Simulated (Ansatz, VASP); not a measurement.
## One calculation of KHfO2, two programs

```xyz
4
Lattice="3.7388 0.0000 0.0000 -1.8694 3.2379 0.0000 0.0000 0.0000 7.2906" Properties=species:S:1:pos:R:3 pbc="T T T"
K     0.0000    0.0000    3.6453
Hf    0.0000    0.0000    0.0000
O     1.8694    1.0793    3.6453
O     0.0000    2.1586    0.0000
```

Alike in both runs: functional PBE; k mesh 6 × 6 × 4; occupations gaussian, width 0.1 eV; no spin polarisation.

Ansatz relaxed the structure, and its values are those at the end. VASP's run is a single point on that final structure, the one shown.

|  | VASP | Ansatz |
| --- | --- | --- |
| version | VASP 6.6.1 | Ansatz 0.2.0 |
| potentials or method | VASP PAW PBE potentials, release 64 (K_sv, Hf_pv, O), cutoff 520 eV | scalar-relativistic, plane waves, PAW |
| valence electrons in the cell | 31 | 47 |

|  | VASP | Ansatz | Ansatz less VASP |
| --- | --- | --- | --- |
| gap on the k mesh at the Fermi level (eV) | none | none | - |
| pressure (GPa) | 0.0 | 0.1 | +0.08 |

A gap of «none» marks a metal or a gap that the smearing closes. VASP's potentials hold 31 valence electrons a cell and Ansatz's 47, so a difference there can come from the potentials and not from the codes.

Neither program's run includes spin-orbit coupling.
